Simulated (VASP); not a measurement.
# Cd in VASP: further runs

Runs on Cd. Level: LDA. Tasks: single point.

All numbers are computed with VASP 6.6.1; they aren't measurements. Logs are shortened: lines on timing, memory, paths and dates and some standing lists are left out, and cuts for length are marked.

## 1. The cell of the first run

The cell holds a slab with vacuum, 2 atoms: a = 2.926 Å, b = 2.926 Å, c = 11.658 Å, α = 90.00°, β = 90.00°, γ = 120.00°.

## 2. Single point, LDA

File INCAR:

```
SYSTEM = Cd
  PREC = Accurate
  ENCUT = 520
  EDIFF = 1E-6
  ISMEAR = -1
  SIGMA = 0.08
  LREAL = .False.
  LASPH = .True.
  NELM = 80
  ALGO = Normal
  ISIF = 2
  LWAVE = .False.
  LCHARG = .True.
  LDIPOL = .True.
  IDIPOL = 3
  DIPOL = 0.5 0.5 0.500
  LELF = .True.
  LVHAR = .True.
  LVACPOTAV = .True.
  NBANDS = 19
```

File KPOINTS:

```
Automatic mesh
0
Gamma
  13 13 1
  0 0 0
```

File POSCAR:

```
Cd
1.0
    2.9258525262      0.0000000000      0.0000000000
   -1.4629262631      2.5338626154      0.0000000000
    0.0000000000      0.0000000000     11.6577000000
Cd
2
Direct
    0.8333333333      0.1666666667      0.3860094857
    0.1666666667      0.8333333333      0.6139905143
```

Potentials or basis: VASP PAW LDA potentials, release 64 (Cd).

The run is started by

```console
$ cat potpaw_LDA.64/Cd/POTCAR > POTCAR
$ mpirun -np 1 vasp_std > vasp.out
```

OUTCAR:

```text
SYSTEM = Cd
   PREC = Accurate
   ENCUT = 520
   EDIFF = 1E-6
   ISMEAR = -1
   LREAL = .False.
   LASPH = .True.
   NELM = 80
   ISIF = 2

 ion  position               nearest neighbor table
   1  0.833  0.167  0.386-   2 3.15   2 3.15   2 3.15
   2  0.167  0.833  0.614-   1 3.15   1 3.15   1 3.15

  LATTYP: Found a hexagonal cell.
 ALAT       =     2.9258525262
 C/A-ratio  =     3.9843771672

  Lattice vectors:

 A1 = (   2.9258525262,   0.0000000000,   0.0000000000)
 A2 = (  -1.4629262631,   2.5338626154,   0.0000000000)
 A3 = (   0.0000000000,   0.0000000000,  11.6577000000)

Analysis of symmetry for initial positions (statically):
=====================================================================
 Subroutine PRICEL returns:
 Original cell was already a primitive cell.

 Routine SETGRP: Setting up the symmetry group for a
 hexagonal supercell.

 Subroutine GETGRP returns: Found 12 space group operations
 (whereof  4 operations were pure point group operations)
 out of a pool of 24 trial point group operations.

The static configuration has the point symmetry C_2h.
 The point group associated with its full space group is D_3d.

Analysis of symmetry for dynamics (positions and initial velocities):
=====================================================================
 Subroutine PRICEL returns:
 Original cell was already a primitive cell.

 Routine SETGRP: Setting up the symmetry group for a
 hexagonal supercell.

 Subroutine GETGRP returns: Found 12 space group operations
 (whereof  4 operations were pure point group operations)
 out of a pool of 24 trial point group operations.

The dynamic configuration has the point symmetry C_2h.
 The point group associated with its full space group is D_3d.

 Subroutine INISYM returns: Found 12 space group operations
 (whereof  4 operations are pure point group operations),
 and found     1 'primitive' translations

----------------------------------------------------------------------------------------

                                     Primitive cell

  volume of cell :      86.4268

  direct lattice vectors                    reciprocal lattice vectors
     2.925852526  0.000000000  0.000000000     0.341780726  0.197327194  0.000000000
    -1.462926263  2.533862615  0.000000000     0.000000000  0.394654388  0.000000000
     0.000000000  0.000000000 11.657700000     0.000000000  0.000000000  0.085780214

  length of vectors
     2.925852526  2.925852526 11.657700000     0.394654388  0.394654388  0.085780214

  position of ions in fractional coordinates (direct lattice)
     0.833333333  0.166666667  0.386009486
     0.166666667  0.833333333  0.613990514

  ion indices of the primitive-cell ions
   primitive index   ion index
                 1           1
                 2           2

----------------------------------------------------------------------------------------

 KPOINTS: Automatic mesh

Automatic generation of k-mesh.
 Grid dimensions read from file:
 generate k-points for:   13   13    1

 Generating k-lattice:

  Cartesian coordinates                     Fractional coordinates (reciprocal lattice)
     0.026290825  0.015179015  0.000000000     0.076923077  0.000000000  0.000000000
     0.000000000  0.030358030  0.000000000     0.000000000  0.076923077  0.000000000
     0.000000000  0.000000000  0.085780214     0.000000000  0.000000000  1.000000000

  Length of vectors
     0.030358030  0.030358030  0.085780214

  Shift w.r.t. Gamma in fractional coordinates (k-lattice)
     0.000000000  0.000000000  0.000000000

 Subroutine IBZKPT returns following result:
 ===========================================

 Found     21 irreducible k-points:

 Following reciprocal coordinates:
            Coordinates               Weight
  0.000000  0.000000  0.000000      1.000000
  0.076923  0.000000  0.000000      6.000000
  0.153846  0.000000  0.000000      6.000000
  0.230769  0.000000  0.000000      6.000000
  0.307692  0.000000  0.000000      6.000000
  0.384615  0.000000  0.000000      6.000000
[... 13 lines left out ...]
  0.384615  0.230769  0.000000      6.000000
  0.307692  0.307692  0.000000      6.000000
   k-points           NKPTS =     21   k-points in BZ     NKDIM =     21   number of bands    NBANDS=     19
   number of dos      NEDOS =    301   number of ions     NIONS =      2
   total plane-waves  NPLWV =  51840
   dimension x,y,z NGX =    24 NGY =   24 NGZ =   90
   dimension x,y,z NGXF=    48 NGYF=   48 NGZF=  180
   ions per type =               2
   NGX,Y,Z   is equivalent  to a cutoff of  13.64, 13.64, 12.83 a.u.
   NGXF,Y,Z  is equivalent  to a cutoff of  27.27, 27.27, 25.67 a.u.
 SYSTEM =  Cd
   PREC   = accura    normal or accurate (medium, high low for compatibility)
   ISTART =      0    job   : 0-new  1-cont  2-samecut
   ICHARG =      2    charge: 1-file 2-atom 10-const
   ISPIN  =      1    spin polarized calculation?
   LNONCOLLINEAR =      F non collinear calculations
   LSORBIT =      F    spin-orbit coupling
   LASPH  =      T    aspherical Exc in radial PAW
   ENCUT  =  520.0 eV  38.22 Ry    6.18 a.u.   5.44  5.44 21.68*2*pi/ulx,y,z
   NELM   =     80;   NELMIN=  2; NELMDL= -5     # of ELM steps
   EDIFF  = 0.1E-05   stopping-criterion for ELM
   LREAL  =      F    real-space projection
   EDIFFG = 0.1E-04   stopping-criterion for IOM
   NSW    =      0    number of steps for IOM
   IBRION =     -1    ionic relax: 0-MD 1-quasi-New 2-CG
   NFREE  =      0    steps in history (QN), initial steepest desc. (CG)
   ISIF   =      2    stress and relaxation
   ISYM   =      2    0-nonsym 1-usesym 2-fastsym
   POTIM  = 0.5000    time-step for ionic-motion
   TEBEG  =    0.0;   TEEND  =   0.0 temperature during run
   PSTRESS=    0.0 pullay stress
   NELECT =      24.0000    total number of electrons
   NUPDOWN=      -1.0000    fix difference up-down
   EMIN   =  10.00;   EMAX   =-10.00  energy-range for DOS
   EFERMI =   0.00;   METHOD = LEGACY
   ISMEAR =    -1;   SIGMA  =   0.08  broadening in eV -4-tet -1-fermi 0-gaus
   EFERMI_NEDOS =   21; number of points for ismear=-14 and -15
   IALGO  =     38    algorithm
   IMIX   =      4    mixing-type and parameters
     AMIX     =   0.40;   BMIX     =  1.00
     AMIX_MAG =   1.60;   BMIX_MAG =  1.00
  volume/ion in A,a.u.               =      43.21       291.62
  Fermi-wavevector in a.u.,A,eV,Ry     =   1.068060  2.018341 15.520885  1.140753
  Thomas-Fermi vector in A             =   2.203697
   LORBIT       =      0    0 simple, 1 ext, 2 COOP (PROOUT), +10 PAW based schemes
   GGA     = CA    functional components
   LHFCALC =     F    Hartree Fock is set to
   AEXX    =    0.0000 exact exchange contribution
   IVDW    =     0    specifies the selected vdW correction
   LEPSILON=     F    determine dielectric tensor
   LRPA    =     F    only Hartree local field effects (RPA)
 non-spin polarized calculation
  energy-cutoff  :      520.00
  volume of cell :       86.43
 maximum number of plane-waves:      2371
 NGX is ok and might be reduce to    24
   NGX = 11   NGY = 11   NGZ = 43

 dipolmoment           0.000000      0.000000      0.000000 electrons x Angstroem

 number of electron      24.0000007 magnetization

 dipolmoment           0.000000      0.000000     -0.000000 electrons x Angstroem

 Free energy of the ion-electron system (eV)
  ---------------------------------------------------
  ext. energy  EPLUGINS =         0.00000000
  ---------------------------------------------------
  free energy    TOTEN  =        -2.61520815 eV

  energy without entropy =       -2.59151956  energy(sigma->0) =       -2.60336385

 E-fermi :  -0.8787     XC(G=0):  -6.7788

 val. band max:       -0.9165795847   @ k =   0.1538   0.0769   0.0000
 cond. band min:      -0.8770933475   @ k =   0.3846   0.1538   0.0000
 fundamental gap:      0.0394862372
 Fermi energy:        -0.8787288031

 k-point     1 :       0.0000    0.0000    0.0000
  band No.  band energies     occupation
      1     -10.7036      2.00000
      2     -10.5096      2.00000
      3     -10.0012      2.00000
      4     -10.0012      2.00000
      5      -9.9670      2.00000
      6      -9.9670      2.00000
[... 11 lines left out ...]
     18      14.1563      0.00000
     19      14.4601      0.00000

 k-point     2 :       0.0769    0.0000    0.0000
  band No.  band energies     occupation
      1     -10.6329      2.00000
      2     -10.4334      2.00000
      3     -10.0280      2.00000
      4      -9.9910      2.00000
      5      -9.9408      2.00000
      6      -9.9086      2.00000
[... 11 lines left out ...]
     18      12.9159      0.00000
     19      14.2356      0.00000

 k-point     3 :       0.1538    0.0000    0.0000
  band No.  band energies     occupation
      1     -10.4922      2.00000
      2     -10.3007      2.00000
      3     -10.0859      2.00000
      4      -9.9956      2.00000
      5      -9.7709      2.00000
      6      -9.7460      2.00000
[... 11 lines left out ...]
     18       9.9549      0.00000
     19      12.4096      0.00000

 k-point     4 :       0.2308    0.0000    0.0000
  band No.  band energies     occupation
      1     -10.5037      2.00000
      2     -10.3344      2.00000
      3     -10.0219      2.00000
      4      -9.9947      2.00000
      5      -9.6985      2.00000
      6      -9.5615      2.00000
[... 341 lines left out ...]
     18       6.7919      0.00000
     19       7.8936      0.00000

 k-point    20 :       0.3846    0.2308    0.0000
  band No.  band energies     occupation
      1     -10.3051      2.00000
      2     -10.2800      2.00000
      3     -10.1722      2.00000
      4     -10.0129      2.00000
      5      -9.8663      2.00000
      6      -9.5537      2.00000
[... 11 lines left out ...]
     18       6.1701      0.00000
     19       8.6289      0.00000

 k-point    21 :       0.3077    0.3077    0.0000
  band No.  band energies     occupation
      1     -10.2235      2.00000
      2     -10.1246      2.00000
      3     -10.0892      2.00000
      4      -9.8762      2.00000
      5      -9.8622      2.00000
      6      -9.6901      2.00000
[... 11 lines left out ...]
     18       6.7460      0.00000
     19       8.1127      0.00000

------------------------ aborting loop because EDIFF is reached ----------------------------------------

  FORCE on cell =-STRESS in cart. coord.  units (eV):
  Direction    XX          YY          ZZ          XY          YZ          ZX
  --------------------------------------------------------------------------------------
  -------------------------------------------------------------------------------------
  Total       -1.0656967     -1.0656967      0.0560310      0.0000000     -0.0000000      0.0000000
  in kB      -19.7558543    -19.7558543      1.0387010      0.0000000     -0.0000000      0.0000000
  external PRESSURE =     -12.8243359 kB  Pullay stress =       0.0000000 kB

 VOLUME and BASIS-vectors are now :
 -----------------------------------------------------------------------------
  energy-cutoff  :      520.00
  volume of cell :       86.43
      direct lattice vectors                 reciprocal lattice vectors
     2.925852526  0.000000000  0.000000000     0.341780726  0.197327194  0.000000000
    -1.462926263  2.533862615  0.000000000     0.000000000  0.394654388  0.000000000
     0.000000000  0.000000000 11.657700000     0.000000000  0.000000000  0.085780214

 POSITION                                       TOTAL-FORCE (eV/Angst)
 -----------------------------------------------------------------------------------
      2.19439      0.42231      4.49998        -0.000000      0.000000     -0.033448
     -0.73146      2.11155      7.15772         0.000000      0.000000      0.033448
 -----------------------------------------------------------------------------------
    total drift:                                0.000000      0.000000     -0.000000

  FREE ENERGIE OF THE ION-ELECTRON SYSTEM (eV)
  ---------------------------------------------------
  free  energy   TOTEN  =        -2.6152081525 eV

  energy  without entropy=       -2.5915195559  energy(sigma->0) =       -2.60336385
```

Run time: 50 s. Hardware: 1 thread of AMD EPYC 7R43 (Zen 3), shared host; peak memory 0.15 GiB.

What came out:

| Quantity | Value |
| --- | --- |
| Free energy | -2.6152 eV |
| Largest force | 0.033 eV/Å |
| Band gap on the k mesh | zero (bands 12 and 13 overlap by 2.97 eV) |

Forces in eV/Å, atoms in the order of the input:
```
Cd   0.000  0.000 -0.033
Cd   0.000  0.000  0.033
```

## 3. Single point, LDA

This run uses another cell than the first one.

File INCAR:

```
SYSTEM = Cd
ALGO = Normal
DIPOL = 0.5 0.5 0.500
EDIFF = 1E-7
ENCUT = 520
IDIPOL = 3
ISIF = 2
ISMEAR = -1
LASPH = .TRUE.
LCHARG = .FALSE.
LDIPOL = .TRUE.
LREAL = .FALSE.
LWAVE = .FALSE.
NBANDS = 19
NELM = 60
PREC = Accurate
SIGMA = 0.08
```

File KPOINTS:

```
k-points
0
G
  13 13 1
  0 0 0
```

File POSCAR:

```
Cd
1.0
    2.9258525262      0.0000000000      0.0000000000
   -1.4629262631      2.5338626154      0.0000000000
    0.0000000000      0.0000000000     18.6812000000
Cd
2
Direct
    0.8333333330      0.1666666670      0.4282369148
    0.1666666670      0.8333333330      0.5717630852
```

Potentials or basis: VASP PAW LDA potentials, release 64 (Cd).

The run is started by

```console
$ cat potpaw_LDA.64/Cd/POTCAR > POTCAR
$ mpirun -np 1 vasp_std > vasp.out
```

It took 88 s on 1 thread of AMD EPYC 7R43 (Zen 3), shared host; peak memory 0.18 GiB.

Results (log left out):

| Item | Value |
| --- | --- |
| Free energy | -2.6132 eV |
| Band gap on the k mesh | zero (bands 12 and 13 overlap by 3.00 eV) |

Levels at points of the mesh, in eV from the Fermi level:
```tsv
k point	band 8	band 9	band 10	band 11	band 12	band 13	band 14	band 15	band 16	band 17
(0.00, 0.00, 0.00)	-8.47	-8.29	-8.29	-8.21	-5.15	-1.39	2.74	3.98	5.10	5.20
```

## 4. Single point, LDA

This run uses another cell than the first one.

File INCAR:

```
  PREC = Accurate
  ENCUT = 520
  EDIFF = 1E-6
  ISMEAR = -1
  SIGMA = 0.08
  LREAL = False
  LASPH = True
  NELM = 60
  ALGO = Normal
  ISIF = 2
  LWAVE = False
  LCHARG = True
  LDIPOL = True
  IDIPOL = 3
  DIPOL = 0.5 0.5 0.500
  LELF = True
  LVHAR = True
  LVACPOTAV = True
  NBANDS = 19
```

File KPOINTS:

```
Automatic mesh
0
Gamma
  13 13 1
```

POSCAR is that of step 3.

The run is started by

```console
$ cat potpaw_LDA.64/Cd/POTCAR > POTCAR
$ mpirun -np 1 vasp_std > vasp.out
```

It took 88 s on 1 thread of AMD EPYC 7R43 (Zen 3), shared host; peak memory 0.19 GiB.

It converged, with:

```
Free energy            : -2.6132 eV
Band gap on the k mesh : zero (bands 12 and 13 overlap by 3.00 eV)
```

Levels at points of the mesh, in eV from the Fermi level:
```csv
k point,band 8,band 9,band 10,band 11,band 12,band 13,band 14,band 15,band 16,band 17
"(0.00, 0.00, 0.00)",-8.47,-8.29,-8.29,-8.21,-5.15,-1.39,2.74,4.00,5.12,5.22
```

## 5. Single point, LDA

This run uses another cell than the first one.

File INCAR:

```
PREC = Accurate ; ENCUT = 520
EDIFF = 1E-7 ; ISMEAR = -1
SIGMA = 0.08 ; LREAL = F
LASPH = T ; NELM = 80
ALGO = Normal ; ISIF = 2
LWAVE = F ; LCHARG = T
LDIPOL = T ; IDIPOL = 3
DIPOL = 0.5 0.5 0.500 ; LELF = T
LVHAR = T ; LVACPOTAV = T
NBANDS = 19
```

KPOINTS is that of step 4.

File POSCAR:

```
Cd
1.0
    2.9258525262      0.0000000000      0.0000000000
   -1.4629262631      2.5338626154      0.0000000000
    0.0000000000      0.0000000000     18.6812000000
Cd
2
Direct
    0.8333333333      0.1666666667      0.4288660676
    0.1666666667      0.8333333333      0.5711339324
```

The run is started by

```console
$ cat potpaw_LDA.64/Cd/POTCAR > POTCAR
$ mpirun -np 1 vasp_std > vasp.out
```

It took 87 s on 1 thread of AMD EPYC 7R43 (Zen 3), shared host; peak memory 0.19 GiB.

The run converged. Its results:

```
Free energy            : -2.6128 eV
Largest force          : 0.028 eV/Å
Band gap on the k mesh : zero (bands 12 and 13 overlap by 2.96 eV)
```

Forces on the atoms (eV/Å):
```
Cd   0.000  0.000 -0.028
Cd   0.000  0.000  0.028
```

Levels at points of the mesh, in eV from the Fermi level:
```csv
k point,band 9,band 10,band 11,band 12,band 13,band 14,band 15,band 16
"(0.00, 0.00, 0.00)",-8.29,-8.29,-8.24,-5.12,-1.38,2.78,3.99,5.12
```

## 6. The runs side by side

| cell | gap on the mesh (eV) | largest force (eV/Å) |
| --- | --- | --- |
| a = 2.926, b = 2.926, c = 11.658 Å, angles 90.0, 90.0, 120.0°, 2 atoms, atomic positions A | none | 0.03 |
| a = 2.926, b = 2.926, c = 18.681 Å, angles 90.0, 90.0, 120.0°, 2 atoms, atomic positions B | none | - |
| a = 2.926, b = 2.926, c = 18.681 Å, angles 90.0, 90.0, 120.0°, 2 atoms, atomic positions A | none | 0.03 |

Alike in all rows: task single point; level LDA; potentials or basis VASP PAW LDA potentials, release 64 (Cd); no spin polarisation; k mesh 13 × 13 × 1; cutoff (eV) 520; smearing fermi-dirac 0.08 eV.

Total energies depend on the potentials used, so only differences within one code and one set of settings carry meaning.

The gap in the log of VASP goes by the Fermi energy; the results here count the filled bands.